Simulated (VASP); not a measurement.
Wanted: the native input for a VASP 6.6.1 run.

| Property | Result |
| --- | --- |
| Task | single point |
| Functional | r2SCAN |
| Dispersion | D4 |
| Potentials or basis | VASP PAW PBE potentials, release 64 (Zr_sv, C) |
| Cutoff | 660 eV |
| k mesh | 8 × 8 × 8 |
| Occupations | gaussian, width 0.05 eV |
| Spin | no spin polarisation |
| Dipole correction | no |
| Further INCAR settings | ALGO = Normal; EDIFF = 1e-06; NBANDS = 15 |

Crystal: ZrC.

```xyz
2
Lattice="0.0000 2.3826 2.3826 2.3826 0.0000 2.3826 2.3826 2.3826 0.0000" Properties=species:S:1:pos:R:3 pbc="T T T"
Zr    2.3826    2.3826    2.3826
C     0.0000    0.0000    0.0000
```

These files were run (other wordings do the same):

POSCAR

```
ZrC
1.0
    0.0000000000      2.3825931122      2.3825931122
    2.3825931122      0.0000000000      2.3825931122
    2.3825931122      2.3825931122      0.0000000000
Zr C
1 1
Direct
    0.5000000000      0.5000000000      0.5000000000
    0.0000000000      0.0000000000      0.0000000000
```

INCAR.step1

```
PREC     = Accurate       # precision mode
ENCUT    = 660            # plane-wave cutoff, eV
ISMEAR   = 0              # smearing method
SIGMA    = 0.05           # smearing width, eV
LREAL    = False          # projectors in reciprocal space
LASPH    = True           # aspherical terms in the spheres
NELM     = 120            # most SCF steps
NBANDS   = 15             # bands
GGA      = PE             # functional
ALGO     = Normal         # electronic algorithm
EDIFF    = 1E-5           # SCF threshold, eV
LWAVE    = True           # write WAVECAR
LCHARG   = False          # write CHGCAR
GGA_COMPAT= False
```

INCAR.step2

```
PREC     = Accurate       # precision mode
ENCUT    = 660            # plane-wave cutoff, eV
EDIFF    = 1E-6           # SCF threshold, eV
ISMEAR   = 0              # smearing method
SIGMA    = 0.05           # smearing width, eV
LREAL    = False          # projectors in reciprocal space
LASPH    = True           # aspherical terms in the spheres
NELM     = 120            # most SCF steps
ALGO     = Normal         # electronic algorithm
ISIF     = 2              # what is computed and relaxed
LWAVE    = False          # write WAVECAR
LCHARG   = False          # write CHGCAR
METAGGA  = R2SCAN         # meta-GGA
LMIXTAU  = True         
IVDW     = 13             # dispersion correction
VDW_S6   = 1.0          
VDW_S8   = 0.6018749    
VDW_A1   = 0.51559235   
VDW_A2   = 5.77342911   
NBANDS   = 15             # bands
ISTART   = 1            
GGA_COMPAT= False
```

KPOINTS

```
Automatic mesh
0
Gamma
  8 8 8
```

Potentials or basis: VASP PAW PBE potentials, release 64 (Zr_sv, C).

The run is started by

```console
$ cat potpaw_PBE.64/Zr_sv/POTCAR potpaw_PBE.64/C/POTCAR > POTCAR
$ cp INCAR.step1 INCAR
$ mpirun -np 1 vasp_std > vasp.out
$ cp INCAR.step2 INCAR
$ mpirun -np 1 vasp_std > vasp.out
```

Results of the run:

```json
{
  "Pressure": "-8.3 GPa",
  "Band gap on the k mesh": "zero (bands 8 and 9 overlap by 1.27 eV)",
  "Dispersion energy per atom": "-0.086 eV"
}
```

Caveat: the cell stands under tension; the PAW data sets were made with another functional, which shifts forces and pressure a little.

Run time: 2.4 min on 1 thread of Intel Xeon 8259CL (shared host), peak memory 0.14 GiB.
